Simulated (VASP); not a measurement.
Here is a VASP 6.6.1 calculation.

INCAR

```
SYSTEM = V
PREC = Accurate
ENCUT = 520
EDIFF = 1E-7
ISMEAR = 0
SIGMA = 0.1
LREAL = .False.
LASPH = .True.
NELM = 150
ALGO = Normal
ISIF = 2
LWAVE = .False.
LCHARG = .False.
ISPIN = 2
MAGMOM = 2
LORBIT = 11
LMAXMIX = 4
GGA = PS
NBANDS = 16
```

The input KPOINTS:

```
regular mesh
0
Gamma
  8 8 8
  0 0 0
```

File POSCAR:

```
V
1.0
    2.4398711703      0.0000000000      0.0000000000
    0.0000000000      2.4398711703      0.0000000000
    0.0000000000      0.0000000000      2.4398711703
V
1
Direct
    0.0000000000      0.0000000000      0.0000000000
```

Potentials or basis: VASP PAW PBE potentials, release 64 (V_sv).

Command:

```sh
$ cat potpaw_PBE.64/V_sv/POTCAR > POTCAR
$ mpirun -np 1 vasp_std > vasp.out
```

(1) Estimate the pressure.

(2) Estimate the net moment.

## Answers

(1) -5.9 GPa.

(2) 0.00 μB per cell.

Caveat: the cell stands under tension; the moments typed at the start vanished in this run; the PAW data sets were made with another functional, which shifts forces and pressure a little.
